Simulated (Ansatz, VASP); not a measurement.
One calculation of Ti, two programs

```
Ti
1.0
    -1.64100    1.64100    1.64100
     1.64100   -1.64100    1.64100
     3.28200    3.28200    0.00000
Ti
2
Direct
  0.95099 0.04901 0.00000
  0.54901 0.45099 0.50000
```

Change from the starting cell: mode 1 (-158.0 1/cm) frozen in, largest displacement +0.228 Å.

Alike in both runs: task single point; functional PBEsol; k mesh 18 × 18 × 10; occupations gaussian, width 0.15 eV; no spin polarisation.

```csv
,VASP,Ansatz
version,VASP 6.6.1,Ansatz 0.2.0
potentials or method,"VASP PAW PBE potentials, release 64 (Ti_sv), cutoff 520 eV","scalar-relativistic, plane waves, PAW"
valence electrons in the cell,24,24
```

|  | VASP | Ansatz | Ansatz less VASP |
| --- | --- | --- | --- |
| gap on the k mesh at the Fermi level (eV) | none | none | - |
| pressure (GPa) | -6.5 | -6.3 | +0.24 |
| traceless stress, the component that is largest in VASP (GPa) | -3.59 | -3.61 | -0.019 |
| rms of the force components (eV/Å) | 0.051 | 0.050 | -0.0015 |

VASP's potentials were made for PBE, not for PBEsol. Atom by atom the forces differ by 0.001 eV/Å (rms over components). A gap of «none» marks a metal or a gap that the smearing closes.
